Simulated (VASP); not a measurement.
Here is a VASP 6.6.1 calculation.

The input INCAR:

```
  PREC = Accurate
  ENCUT = 600
  EDIFF = 1E-7
  ISMEAR = 0
  SIGMA = 0.1
  LREAL = F
  LASPH = T
  NELM = 60
  ALGO = Fast
  ISIF = 3
  LWAVE = F
  LCHARG = F
  GGA = PE
  IBRION = 2
  NSW = 100
  EDIFFG = -0.01
```

KPOINTS

```
Automatic mesh
0
Gamma
  18 18 4
```

The input POSCAR:

```
MoRu2
1.0
    2.7559681421      0.0000000000      0.0000000000
   -1.3779840710      2.3867384230      0.0000000000
    0.0000000000      0.0000000000     13.1830963734
Mo Ru
2 4
Direct
    0.6666666667      0.3333333333      0.2500000000
    0.3333333333      0.6666666667      0.7500000000
    0.6666666667      0.3333333333      0.9172646648
    0.6666666667      0.3333333333      0.5827353352
    0.3333333333      0.6666666667      0.0827353352
    0.3333333333      0.6666666667      0.4172646648
```

Potentials or basis: VASP PAW PBE potentials, release 64 (Mo_sv, Ru_pv).

The run is started by

```bash
$ cat potpaw_PBE.64/Mo_sv/POTCAR potpaw_PBE.64/Ru_pv/POTCAR > POTCAR
$ mpirun -np 1 vasp_std > vasp.out
```

Predict the space group after relaxing (to 0.1 Å).

P6_3/mmc (No. 194).

Predict the relaxed volume.

14.44 Å³/atom.

Predict the relaxed cell.

a = 2.757 Å, b = 2.757 Å, c = 13.167 Å, α = 90.00°, β = 90.00°, γ = 120.00°.

What does it give for the band gap on the k mesh?

Zero (bands 42 and 43 overlap by 2.37 eV).

Final structure:
```xyz
6
Lattice="2.7567 0.0000 0.0000 -1.3783 2.3873 0.0000 0.0000 0.0000 13.1666" Properties=species:S:1:pos:R:3 pbc="T T T"
Mo    1.3783    0.7958    3.2917
Mo    0.0000    1.5916    9.8750
Ru    1.3783    0.7958   12.0869
Ru    1.3783    0.7958    7.6630
Ru    0.0000    1.5916    1.0797
Ru    0.0000    1.5916    5.5036
```
